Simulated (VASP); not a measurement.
# C in VASP: a series of runs, part 2 of 2

VASP 6.6.1. The steps go on from the part before.

## Step 5: Single point, PBE+D3(BJ)

Input file INCAR:

```
  PREC = Accurate
  ENCUT = 520
  EDIFF = 1E-6
  ISMEAR = 0
  SIGMA = 0.1
  LREAL = False
  LASPH = True
  NELM = 80
  ALGO = Normal
  ISIF = 2
  LWAVE = False
  LCHARG = False
  LDIPOL = True
  IDIPOL = 3
  DIPOL = 0.5 0.5 0.500
  GGA = PE
  IVDW = 12
  NBANDS = 11
```

Input file KPOINTS:

```
Automatic mesh
0
Gamma
  21 21 1
```

Input file POSCAR:

```
C
1.0
    2.4656524409      0.0000000000      0.0000000000
   -1.2328262205      2.1353176508      0.0000000000
    0.0000000000      0.0000000000     26.0024170307
C
2
Direct
    0.6666666667      0.3333333333      0.5000006383
    0.3333333333      0.6666666667      0.4999993617
```

Potentials or basis: VASP PAW PBE potentials, release 64 (C).

On the command line:

```console
$ cat potpaw_PBE.64/C/POTCAR > POTCAR
$ mpirun -np 1 vasp_std > vasp.out
```

OUTCAR:

```text
PREC = Accurate
   ENCUT = 520
   EDIFF = 1E-6
   ISMEAR = 0
   LREAL = False
   LASPH = True
   NELM = 80
   ISIF = 2
   GGA = PE
   IVDW = 12
 IVDW          = 12

 ion  position               nearest neighbor table
   1  0.667  0.333  0.500-   2 1.42   2 1.42   2 1.42
   2  0.333  0.667  0.500-   1 1.42   1 1.42   1 1.42

  LATTYP: Found a hexagonal cell.
 ALAT       =     2.4656524409
 C/A-ratio  =    10.5458565852

  Lattice vectors:

 A1 = (   2.4656524409,   0.0000000000,   0.0000000000)
 A2 = (  -1.2328262205,   2.1353176508,   0.0000000000)
 A3 = (   0.0000000000,   0.0000000000,  26.0024170307)

Analysis of symmetry for initial positions (statically):
=====================================================================
 Subroutine PRICEL returns:
 Original cell was already a primitive cell.

 Routine SETGRP: Setting up the symmetry group for a
 hexagonal supercell.

 Subroutine GETGRP returns: Found 24 space group operations
 (whereof 24 operations were pure point group operations)
 out of a pool of 24 trial point group operations.

The static configuration has the point symmetry D_6h.

Analysis of symmetry for dynamics (positions and initial velocities):
=====================================================================
 Subroutine PRICEL returns:
 Original cell was already a primitive cell.

 Routine SETGRP: Setting up the symmetry group for a
 hexagonal supercell.

 Subroutine GETGRP returns: Found 24 space group operations
 (whereof 24 operations were pure point group operations)
 out of a pool of 24 trial point group operations.

The dynamic configuration has the point symmetry D_6h.

 Subroutine INISYM returns: Found 24 space group operations
 (whereof 24 operations are pure point group operations),
 and found     1 'primitive' translations

----------------------------------------------------------------------------------------

                                     Primitive cell

  volume of cell :     136.9015

  direct lattice vectors                    reciprocal lattice vectors
     2.465652441  0.000000000  0.000000000     0.405572166  0.234157199  0.000000000
    -1.232826221  2.135317651  0.000000000     0.000000000  0.468314398  0.000000000
     0.000000000  0.000000000 26.002417031     0.000000000  0.000000000  0.038457963

  length of vectors
     2.465652441  2.465652441 26.002417031     0.468314398  0.468314398  0.038457963

  position of ions in fractional coordinates (direct lattice)
     0.666666667  0.333333333  0.500000638
     0.333333333  0.666666667  0.499999362

  ion indices of the primitive-cell ions
   primitive index   ion index
                 1           1
                 2           2

----------------------------------------------------------------------------------------

 KPOINTS: Automatic mesh

Automatic generation of k-mesh.
 Grid dimensions read from file:
 generate k-points for:   21   21    1

 Generating k-lattice:

  Cartesian coordinates                     Fractional coordinates (reciprocal lattice)
     0.019312960  0.011150343  0.000000000     0.047619048  0.000000000  0.000000000
     0.000000000  0.022300686  0.000000000     0.000000000  0.047619048  0.000000000
     0.000000000  0.000000000  0.038457963     0.000000000  0.000000000  1.000000000

[... 44 lines left out ...]
   NGX,Y,Z   is equivalent  to a cutoff of  12.14, 12.14, 12.53 a.u.
   NGXF,Y,Z  is equivalent  to a cutoff of  24.27, 24.27, 25.06 a.u.
 SYSTEM =  unknown system
   PREC   = accura    normal or accurate (medium, high low for compatibility)
   ISTART =      0    job   : 0-new  1-cont  2-samecut
   ICHARG =      2    charge: 1-file 2-atom 10-const
   ISPIN  =      1    spin polarized calculation?
   LNONCOLLINEAR =      F non collinear calculations
   LSORBIT =      F    spin-orbit coupling
   LASPH  =      T    aspherical Exc in radial PAW
   ENCUT  =  520.0 eV  38.22 Ry    6.18 a.u.   4.58  4.58 48.35*2*pi/ulx,y,z
   NELM   =     80;   NELMIN=  2; NELMDL= -5     # of ELM steps
   EDIFF  = 0.1E-05   stopping-criterion for ELM
   LREAL  =      F    real-space projection
   EDIFFG = 0.1E-04   stopping-criterion for IOM
   NSW    =      0    number of steps for IOM
   IBRION =     -1    ionic relax: 0-MD 1-quasi-New 2-CG
   NFREE  =      0    steps in history (QN), initial steepest desc. (CG)
   ISIF   =      2    stress and relaxation
   ISYM   =      2    0-nonsym 1-usesym 2-fastsym
   POTIM  = 0.5000    time-step for ionic-motion
   TEBEG  =    0.0;   TEEND  =   0.0 temperature during run
   PSTRESS=    0.0 pullay stress
   NELECT =       8.0000    total number of electrons
   NUPDOWN=      -1.0000    fix difference up-down
   EMIN   =  10.00;   EMAX   =-10.00  energy-range for DOS
   EFERMI =   0.00;   METHOD = LEGACY
   ISMEAR =     0;   SIGMA  =   0.10  broadening in eV -4-tet -1-fermi 0-gaus
   EFERMI_NEDOS =   21; number of points for ismear=-14 and -15
   IALGO  =     38    algorithm
   IMIX   =      4    mixing-type and parameters
     AMIX     =   0.40;   BMIX     =  1.00
     AMIX_MAG =   1.60;   BMIX_MAG =  1.00
  volume/ion in A,a.u.               =      68.45       461.93
  Fermi-wavevector in a.u.,A,eV,Ry     =   0.635285  1.200515  5.491140  0.403587
  Thomas-Fermi vector in A             =   1.699567
   LORBIT       =      0    0 simple, 1 ext, 2 COOP (PROOUT), +10 PAW based schemes
   GGA     = PE    functional components
   LHFCALC =     F    Hartree Fock is set to
   AEXX    =    0.0000 exact exchange contribution
   IVDW    =    12    specifies the selected vdW correction
   LEPSILON=     F    determine dielectric tensor
   LRPA    =     F    only Hartree local field effects (RPA)
 non-spin polarized calculation
 Gauss-broadening in eV      SIGMA  =   0.10
  energy-cutoff  :      520.00
  volume of cell :      136.90
 maximum number of plane-waves:      3740
   NGX =  9   NGY =  9   NGZ = 97

 dipolmoment           0.000000      0.000000      0.000000 electrons x Angstroem

 number of electron       7.9999997 magnetization

 dipolmoment           0.000000      0.000000     -0.000000 electrons x Angstroem

 Free energy of the ion-electron system (eV)
  ---------------------------------------------------
  ext. energy  EPLUGINS =         0.00000000
  ---------------------------------------------------
  free energy    TOTEN  =       -18.45100941 eV

  energy without entropy =      -18.45049767  energy(sigma->0) =      -18.45075354

 E-fermi :  -3.0882     XC(G=0):  -1.6753

 val. band max:       -3.0881611375   @ k =   0.3333   0.3333   0.0000
 cond. band min:      -3.0881611318   @ k =   0.3333   0.3333   0.0000
 fundamental gap:      0.0000000057
 Fermi energy:        -3.0881611353

 k-point     1 :       0.0000    0.0000    0.0000
  band No.  band energies     occupation
      1     -22.6140      2.00000
      2     -10.7081      2.00000
      3      -6.1342      2.00000
      4      -6.1342      2.00000
      5       0.1733      0.00000
      6       0.9451      0.00000
      7       1.2111      0.00000
      8       1.6759      0.00000
      9       1.9650      0.00000
     10       2.8641      0.00000
     11       3.2649      0.00000
[... 309 lines left out ...]
 k-point    24 :       0.1905    0.0952    0.0000
  band No.  band energies     occupation
      1     -21.1255      2.00000
      2     -10.2662      2.00000
      3      -8.9519      2.00000
      4      -8.6118      2.00000
      5       2.2087      0.00000
      6       3.0000      0.00000
      7       3.3034      0.00000
      8       3.7495      0.00000
      9       4.0453      0.00000
     10       4.2007      0.00000
     11       4.9342      0.00000

 [... further k-points ...]

------------------------ aborting loop because EDIFF is reached ----------------------------------------

 vacuum level on the upper side and lower side of the slab       (xc-potential included)        -0.009        -0.009

 Edisp (eV)   -0.17716

 E8    (eV) :    -0.0555

  FORCE on cell =-STRESS in cart. coord.  units (eV):
  Direction    XX          YY          ZZ          XY          YZ          ZX
  --------------------------------------------------------------------------------------
  -------------------------------------------------------------------------------------
  Total       0.08080     0.08080    -0.01078    -0.00000    -0.00000     0.00000
  in kB       0.94564     0.94564    -0.12618    -0.00000    -0.00000     0.00000
  external pressure =        0.59 kB  Pullay stress =        0.00 kB

 VOLUME and BASIS-vectors are now :
 -----------------------------------------------------------------------------
  energy-cutoff  :      520.00
  volume of cell :      136.90
      direct lattice vectors                 reciprocal lattice vectors
     2.465652441  0.000000000  0.000000000     0.405572166  0.234157199  0.000000000
    -1.232826221  2.135317651  0.000000000     0.000000000  0.468314398  0.000000000
     0.000000000  0.000000000 26.002417031     0.000000000  0.000000000  0.038457963

 POSITION                                       TOTAL-FORCE (eV/Angst)
 -----------------------------------------------------------------------------------
      1.23283      0.71177     13.00123         0.000000     -0.000000      0.000000
     -0.00000      1.42355     13.00119        -0.000000      0.000000     -0.000000
 -----------------------------------------------------------------------------------
    total drift:                                0.000000     -0.000000      0.000000

  FREE ENERGIE OF THE ION-ELECTRON SYSTEM (eV)
  ---------------------------------------------------
  free  energy   TOTEN  =       -18.6281712214 eV

  energy  without entropy=      -18.6276594848  energy(sigma->0) =      -18.62791535

 vacuum level on the upper side and lower side of the slab         1.144         1.144
```

stdout:

```text
POSCAR found type information on POSCAR C
 POSCAR found :  1 types and       2 ions
 scaLAPACK will be used
 LDA part: xc-table for (Slater+PW92), standard interpolation
 POSCAR, INCAR and KPOINTS ok, starting setup
 FFT: planning ... GRIDC
 FFT: planning ... GRID_SOFT
 FFT: planning ... GRID
 WAVECAR not read
 entering main loop
```

It took 79 s on 1 thread of Intel Xeon Platinum 8488C (Sapphire Rapids), shared host; peak memory 0.26 GiB.

What came out:

- Free energy: -18.6282 eV
- Band gap on the k mesh: zero (filled and empty bands touch)
- Dispersion energy per atom: -0.089 eV

Levels at points of the mesh, in eV from the Fermi level:
```
           k point  band 1  band 2  band 3  band 4  band 5  band 6  band 7  band 8  band 9
(0.00, 0.00, 0.00)  -19.53   -7.62   -3.05   -3.05    3.26    4.03    4.30    4.76    5.05
```

## Step 6: Single point, PBE+D3(BJ)

INCAR: that of step 5 with these lines changed.

```diff
@@ -11,3 +11,3 @@
   LWAVE = False
-  LCHARG = False
+  LCHARG = True
   LDIPOL = True
@@ -17,2 +17,5 @@
   IVDW = 12
+  LELF = True
+  LVHAR = True
+  LVACPOTAV = True
   NBANDS = 11
```

KPOINTS is that of step 5.

Input file POSCAR:

```
C
1.0
    2.4649574482      0.0000000000      0.0000000000
   -1.2324787241      2.1347157694      0.0000000000
    0.0000000000      0.0000000000     26.0024170307
C
2
Direct
    0.6666666667      0.3333333333      0.4999767615
    0.3333333333      0.6666666667      0.5000232385
```

Potentials or basis: VASP PAW PBE potentials, release 64 (C).

On the command line:

```console
$ cat potpaw_PBE.64/C/POTCAR > POTCAR
$ mpirun -np 1 vasp_std > vasp.out
```

Run time: 80 s. Hardware: 1 thread of Intel Xeon Platinum 8488C (Sapphire Rapids), shared host; peak memory 0.26 GiB.

Results (log left out):

* Free energy: -18.6281 eV
* Largest force: 0.020 eV/Å
* Band gap on the k mesh: zero (filled and empty bands touch)
* Dispersion energy per atom: -0.089 eV

Forces on the atoms (eV/Å):
```
C    0.000  0.000  0.020
C    0.000  0.000 -0.020
```

Levels at points of the mesh, in eV from the Fermi level:
| k point | band 2 | band 3 | band 4 | band 5 | band 6 | band 7 |
| --- | --- | --- | --- | --- | --- | --- |
| (0.00, 0.00, 0.00) | -7.63 | -3.05 | -3.05 | 3.26 | 4.03 | 4.30 |

## Step 7: Summary

| cell | k mesh | gap on the mesh (eV) | largest force (eV/Å) |
| --- | --- | --- | --- |
| a = 2.466, b = 2.466, c = 26.002 Å, angles 90.0, 90.0, 120.0°, 2 atoms | 21 × 21 × 1 | none | - |
| a = 4.931, b = 4.931, c = 16.600 Å, angles 90.0, 90.0, 120.0°, 8 atoms | 6 × 6 × 1 | none | - |
| a = 2.465, b = 2.465, c = 26.002 Å, angles 90.0, 90.0, 120.0°, 2 atoms | 9 × 9 × 1 | none | 0.02 |
| a = 2.465, b = 2.465, c = 26.002 Å, angles 90.0, 90.0, 120.0°, 2 atoms | 21 × 21 × 1 | none | 0.02 |

Alike in all rows: task single point; level PBE+D3(BJ); potentials or basis VASP PAW PBE potentials, release 64 (C); no spin polarisation; cutoff (eV) 520; smearing gaussian 0.1 eV.

Every run on the cell as given and a fine mesh finds a metal.

Absolute energies hang on the potentials; compare differences alone.
